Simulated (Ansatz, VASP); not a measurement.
# One calculation of In, two programs

```
In
1.0
    -1.60176    1.60176    2.47395
     1.60176   -1.60176    2.47395
     1.60176    1.60176   -2.47395
In
1
Direct
  0.00000 0.00000 0.00000
```

Change from the starting cell: strain -0.015 along x and y, +0.000 along z, atoms carried along.

Alike in both runs: task single point; functional PBEsol; k mesh 20 × 20 × 20; occupations gaussian, width 0.15 eV; no spin polarisation.

|  | VASP | Ansatz |
| --- | --- | --- |
| version | VASP 6.6.1 | Ansatz 0.2.0 |
| potentials or method | VASP PAW PBE potentials, release 64 (In_d), cutoff 520 eV | scalar-relativistic, plane waves, PAW |
| valence electrons in the cell | 13 | 13 |

|  | VASP | Ansatz | Ansatz less VASP |
| --- | --- | --- | --- |
| gap on the k mesh at the Fermi level (eV) | none | none | - |
| pressure (GPa) | 0.3 | 0.4 | +0.03 |
| traceless stress, the component that is largest in VASP (GPa) | -0.14 | -0.13 | +0.005 |

VASP's potentials were made for PBE, not for PBEsol. A gap of «none» marks a metal or a gap that the smearing closes. The functional is the same, so the differences come from potentials, cutoffs and numerics.
